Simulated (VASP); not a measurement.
# GaP in VASP: notebook

Aim: see how the results for GaP move with the level of theory and the settings. Levels: PBEsol, HF, HSE06. Tasks: single point.

All numbers are computed with VASP 6.6.1; they aren't measurements. Logs are shortened: lines on timing, memory, paths and dates and some standing lists are left out, and cuts for length are marked.

**Experimental background.**

“Stacking defects in GaP nanowires: Electronic structure and optical properties”, 2018, arxiv:1810.01194 quotes, for a bulk crystal of GaP at 10 K: band gap 2.34 eV (indirect).

The runs below are set against these values where they give the same quantity.

### 1 The cell of the first run

Symmetry: I-4m2, No. 119, tetragonal system. Conventional cell: a = 3.931 Å, b = 3.931 Å, c = 5.450 Å, α = 90.00°, β = 90.00°, γ = 90.00°. Within 3.2 Å of Ga (site symmetry -4m2) lie 4 P at 2.39 Å. P (site symmetry -4m2) has 4 Ga at 2.39 Å within 3.2 Å.

### 2 Single point, PBEsol

INCAR

```
PREC     = Accurate       # precision mode
ENCUT    = 500            # plane-wave cutoff, eV
EDIFF    = 1E-6           # SCF threshold, eV
ISMEAR   = -1             # smearing method
SIGMA    = 0.05           # smearing width, eV
LREAL    = F              # projectors in reciprocal space
LASPH    = T              # aspherical terms in the spheres
NELM     = 120            # most SCF steps
ALGO     = Normal         # electronic algorithm
ISIF     = 2              # what is computed and relaxed
LWAVE    = F              # write WAVECAR
LCHARG   = T              # write CHGCAR
GGA      = PS             # functional
LELF     = T              # ELF
LVHAR    = T            
NBANDS   = 16             # bands
GGA_COMPAT= F
```

KPOINTS

```
Automatic mesh
0
Gamma
  7 7 7
```

POSCAR

```
GaP
1.0
    0.0000000000      2.7797550000      2.7252500000
    2.7797550000      0.0000000000      2.7252500000
    2.7797550000      2.7797550000      0.0000000000
Ga P
1 1
Direct
    0.0000000000      0.0000000000      0.0000000000
    0.7500000000      0.7500000000      0.7500000000
```

Potentials or basis: VASP PAW PBE potentials, release 64 (Ga_d, P).

Run with:

```bash
> cat potpaw_PBE.64/Ga_d/POTCAR potpaw_PBE.64/P/POTCAR > POTCAR
> mpirun -np 1 vasp_std > vasp.out
```

OUTCAR:

```text
PREC = Accurate
   ENCUT = 500
   EDIFF = 1E-6
   ISMEAR = -1
   LREAL = F
   LASPH = T
   NELM = 120
   ISIF = 2
   GGA = PS

 ion  position               nearest neighbor table
   1  0.000  0.000  0.000-   2 2.39   2 2.39   2 2.39   2 2.39
   2  0.750  0.750  0.750-   1 2.39   1 2.39   1 2.39   1 2.39

  LATTYP: Found a body centered tetragonal cell.
 ALAT       =     3.9311672211
 C/A-ratio  =     1.3864838847

  Lattice vectors:

 A1 = (   0.0000000000,  -2.7797550000,  -2.7252500000)
 A2 = (   0.0000000000,   2.7797550000,  -2.7252500000)
 A3 = (   2.7797550000,   0.0000000000,   2.7252500000)

Analysis of symmetry for initial positions (statically):
=====================================================================
 Subroutine PRICEL returns:
 Original cell was already a primitive cell.

 Routine SETGRP: Setting up the symmetry group for a
 body centered tetragonal supercell.

 Subroutine GETGRP returns: Found  8 space group operations
 (whereof  8 operations were pure point group operations)
 out of a pool of 16 trial point group operations.

The static configuration has the point symmetry D_2d.

Analysis of symmetry for dynamics (positions and initial velocities):
=====================================================================
 Subroutine PRICEL returns:
 Original cell was already a primitive cell.

 Routine SETGRP: Setting up the symmetry group for a
 body centered tetragonal supercell.

 Subroutine GETGRP returns: Found  8 space group operations
 (whereof  8 operations were pure point group operations)
 out of a pool of 16 trial point group operations.

The dynamic configuration has the point symmetry D_2d.

 Subroutine INISYM returns: Found  8 space group operations
 (whereof  8 operations are pure point group operations),
 and found     1 'primitive' translations

----------------------------------------------------------------------------------------

                                     Primitive cell

  volume of cell :      42.1162

  direct lattice vectors                    reciprocal lattice vectors
     0.000000000  2.779755000  2.725250000    -0.179871967  0.179871967  0.183469406
     2.779755000  0.000000000  2.725250000     0.179871967 -0.179871967  0.183469406
     2.779755000  2.779755000  0.000000000     0.179871967  0.179871967 -0.183469406

  length of vectors
     3.892817158  3.892817158  3.931167221     0.313638123  0.313638123  0.313638123

  position of ions in fractional coordinates (direct lattice)
     0.000000000  0.000000000  0.000000000
     0.750000000  0.750000000  0.750000000

  ion indices of the primitive-cell ions
   primitive index   ion index
                 1           1
                 2           2

----------------------------------------------------------------------------------------

 KPOINTS: Automatic mesh

Automatic generation of k-mesh.
 Grid dimensions read from file:
 generate k-points for:    7    7    7

 Generating k-lattice:

  Cartesian coordinates                     Fractional coordinates (reciprocal lattice)
    -0.025695995  0.025695995  0.026209915     0.142857143  0.000000000  0.000000000
     0.025695995 -0.025695995  0.026209915     0.000000000  0.142857143  0.000000000
     0.025695995  0.025695995 -0.026209915     0.000000000  0.000000000  0.142857143

  Length of vectors
     0.044805446  0.044805446  0.044805446

  Shift w.r.t. Gamma in fractional coordinates (k-lattice)
     0.000000000  0.000000000  0.000000000

 Subroutine IBZKPT returns following result:
 ===========================================

 Found     40 irreducible k-points:

 Following reciprocal coordinates:
            Coordinates               Weight
  0.000000  0.000000  0.000000      1.000000
  0.142857  0.000000  0.000000      8.000000
  0.285714 -0.000000  0.000000      8.000000
  0.428571 -0.000000  0.000000      8.000000
  0.142857  0.142857  0.000000      2.000000
  0.285714  0.142857  0.000000      8.000000
[... 16 lines left out ...]
  0.428571  0.285714  0.142857      8.000000
 -0.428571  0.285714  0.142857     16.000000
 [... further k-points ...]
   k-points           NKPTS =     40   k-points in BZ     NKDIM =     40   number of bands    NBANDS=     16
   number of dos      NEDOS =    301   number of ions     NIONS =      2
   total plane-waves  NPLWV =  23520
   dimension x,y,z NGX =    28 NGY =   28 NGZ =   30
   dimension x,y,z NGXF=    56 NGYF=   56 NGZF=   60
   ions per type =               1   1
   NGX,Y,Z   is equivalent  to a cutoff of  11.96, 11.96, 12.69 a.u.
   NGXF,Y,Z  is equivalent  to a cutoff of  23.92, 23.92, 25.37 a.u.
 SYSTEM =  unknown system
   PREC   = accura    normal or accurate (medium, high low for compatibility)
   ISTART =      0    job   : 0-new  1-cont  2-samecut
   ICHARG =      2    charge: 1-file 2-atom 10-const
   ISPIN  =      1    spin polarized calculation?
   LNONCOLLINEAR =      F non collinear calculations
   LSORBIT =      F    spin-orbit coupling
   LASPH  =      T    aspherical Exc in radial PAW
   ENCUT  =  500.0 eV  36.75 Ry    6.06 a.u.   7.10  7.10  7.17*2*pi/ulx,y,z
   NELM   =    120;   NELMIN=  2; NELMDL= -5     # of ELM steps
   EDIFF  = 0.1E-05   stopping-criterion for ELM
   LREAL  =      F    real-space projection
   EDIFFG = 0.1E-04   stopping-criterion for IOM
   NSW    =      0    number of steps for IOM
   IBRION =     -1    ionic relax: 0-MD 1-quasi-New 2-CG
   NFREE  =      0    steps in history (QN), initial steepest desc. (CG)
   ISIF   =      2    stress and relaxation
   ISYM   =      2    0-nonsym 1-usesym 2-fastsym
   POTIM  = 0.5000    time-step for ionic-motion
   TEBEG  =    0.0;   TEEND  =   0.0 temperature during run
   PSTRESS=    0.0 pullay stress
   NELECT =      18.0000    total number of electrons
   NUPDOWN=      -1.0000    fix difference up-down
   EMIN   =  10.00;   EMAX   =-10.00  energy-range for DOS
   EFERMI =   0.00;   METHOD = LEGACY
   ISMEAR =    -1;   SIGMA  =   0.05  broadening in eV -4-tet -1-fermi 0-gaus
   EFERMI_NEDOS =   21; number of points for ismear=-14 and -15
   IALGO  =     38    algorithm
   IMIX   =      4    mixing-type and parameters
     AMIX     =   0.40;   BMIX     =  1.00
     AMIX_MAG =   1.60;   BMIX_MAG =  1.00
  volume/ion in A,a.u.               =      21.06       142.11
  Fermi-wavevector in a.u.,A,eV,Ry     =   1.233150  2.330315 20.689817  1.520659
  Thomas-Fermi vector in A             =   2.367892
   LORBIT       =      0    0 simple, 1 ext, 2 COOP (PROOUT), +10 PAW based schemes
   GGA     = PS    functional components
   LHFCALC =     F    Hartree Fock is set to
   AEXX    =    0.0000 exact exchange contribution
   IVDW    =     0    specifies the selected vdW correction
   LEPSILON=     F    determine dielectric tensor
   LRPA    =     F    only Hartree local field effects (RPA)
 non-spin polarized calculation
  energy-cutoff  :      500.00
  volume of cell :       42.12
 maximum number of plane-waves:      1078
   NGX = 15   NGY = 15   NGZ = 15

 number of electron      18.0000005 magnetization

 Free energy of the ion-electron system (eV)
  ---------------------------------------------------
  ext. energy  EPLUGINS =         0.00000000
  ---------------------------------------------------
  free energy    TOTEN  =        -9.89218653 eV

  energy without entropy =       -9.89218650  energy(sigma->0) =       -9.89218652

 E-fermi :   4.8867     XC(G=0):  -9.8428

 val. band max:        4.2446424842   @ k =   0.0000   0.0000   0.0000
 cond. band min:       5.5938290427   @ k =   0.4286   0.4286   0.0000
 fundamental gap:      1.3491865585
 Fermi energy:         4.8867184896

 k-point     1 :       0.0000    0.0000    0.0000
  band No.  band energies     occupation
      1     -10.3076      2.00000
      2     -10.3076      2.00000
      3     -10.3019      2.00000
      4     -10.2184      2.00000
      5     -10.2151      2.00000
      6      -8.0565      2.00000
[... 8 lines left out ...]
     15      13.7116      0.00000
     16      14.0553      0.00000

 k-point     2 :       0.1429    0.0000    0.0000
  band No.  band energies     occupation
      1     -10.3204      2.00000
      2     -10.3022      2.00000
      3     -10.2983      2.00000
      4     -10.2186      2.00000
      5     -10.2149      2.00000
      6      -7.8051      2.00000
[... 8 lines left out ...]
     15      13.2551      0.00000
     16      13.6739      0.00000

 k-point     3 :       0.2857   -0.0000    0.0000
  band No.  band energies     occupation
      1     -10.3502      2.00000
      2     -10.2920      2.00000
      3     -10.2885      2.00000
      4     -10.2173      2.00000
      5     -10.2124      2.00000
      6      -7.1081      2.00000
[... 8 lines left out ...]
     15      13.2427      0.00000
     16      13.6748      0.00000

 k-point     4 :       0.4286   -0.0000    0.0000
  band No.  band energies     occupation
      1     -10.3723      2.00000
      2     -10.2860      2.00000
      3     -10.2827      2.00000
      4     -10.2139      2.00000
      5     -10.2081      2.00000
      6      -6.2664      2.00000
[... 8 lines left out ...]
     15      14.9331      0.00000
     16      15.0459      0.00000
[... 324 lines left out ...]
 k-point    22 :      -0.1429    0.0000    0.1429
  band No.  band energies     occupation
      1     -10.3395      2.00000
      2     -10.2933      2.00000
      3     -10.2919      2.00000
      4     -10.2212      2.00000
      5     -10.2123      2.00000
      6      -7.3992      2.00000
[... 8 lines left out ...]
     15      13.7470      0.00000
     16      14.9525      0.00000

 k-point    23 :       0.4286    0.2857    0.1429
  band No.  band energies     occupation
      1     -10.3710      2.00000
      2     -10.2793      2.00000
      3     -10.2735      2.00000
      4     -10.2307      2.00000
      5     -10.2049      2.00000
      6      -6.5010      2.00000
[... 8 lines left out ...]
     15      15.9591      0.00000
     16      16.4260      0.00000

 k-point    24 :      -0.4286    0.2857    0.1429
  band No.  band energies     occupation
      1     -10.3820      2.00000
      2     -10.2772      2.00000
      3     -10.2652      2.00000
      4     -10.2276      2.00000
      5     -10.2066      2.00000
      6      -5.7397      2.00000
[... 8 lines left out ...]
     15      15.4927      0.00000
     16      17.0391      0.00000

 [... further k-points ...]

------------------------ aborting loop because EDIFF is reached ----------------------------------------

  FORCE on cell =-STRESS in cart. coord.  units (eV):
  Direction    XX          YY          ZZ          XY          YZ          ZX
  --------------------------------------------------------------------------------------
  -------------------------------------------------------------------------------------
  Total       -1.0789471     -1.0789471     -0.7063230      0.0000000      0.0000000      0.0000000
  in kB      -41.0451030    -41.0451030    -26.8698069      0.0000000      0.0000000      0.0000000
  external PRESSURE =     -36.3200043 kB  Pullay stress =       0.0000000 kB

 VOLUME and BASIS-vectors are now :
 -----------------------------------------------------------------------------
  energy-cutoff  :      500.00
  volume of cell :       42.12
      direct lattice vectors                 reciprocal lattice vectors
     0.000000000  2.779755000  2.725250000    -0.179871967  0.179871967  0.183469406
     2.779755000  0.000000000  2.725250000     0.179871967 -0.179871967  0.183469406
     2.779755000  2.779755000  0.000000000     0.179871967  0.179871967 -0.183469406

 POSITION                                       TOTAL-FORCE (eV/Angst)
 -----------------------------------------------------------------------------------
      0.00000      0.00000      0.00000         0.000000      0.000000     -0.000000
      4.16963      4.16963      4.08788        -0.000000     -0.000000      0.000000
 -----------------------------------------------------------------------------------
    total drift:                               -0.000003     -0.000003     -0.000003

  FREE ENERGIE OF THE ION-ELECTRON SYSTEM (eV)
  ---------------------------------------------------
  free  energy   TOTEN  =        -9.8921865306 eV

  energy  without entropy=       -9.8921865010  energy(sigma->0) =       -9.89218652
```

It took 42 s on 1 thread of Intel Xeon Platinum 8375C at 2.90GHz (Ice Lake), shared host; peak memory 0.16 GiB.

Results:

* Free energy: -9.8922 eV
* Pressure: -3.6 GPa
* Band gap on the k mesh: 1.35 eV, indirect (least direct gap 1.35 eV)

Caveat: the PAW data sets were made with another functional, which shifts forces and pressure a little. Expect the measured gap to be larger: semilocal functionals such as PBEsol lack the derivative discontinuity.

(Part 1 of 2 ends here.)
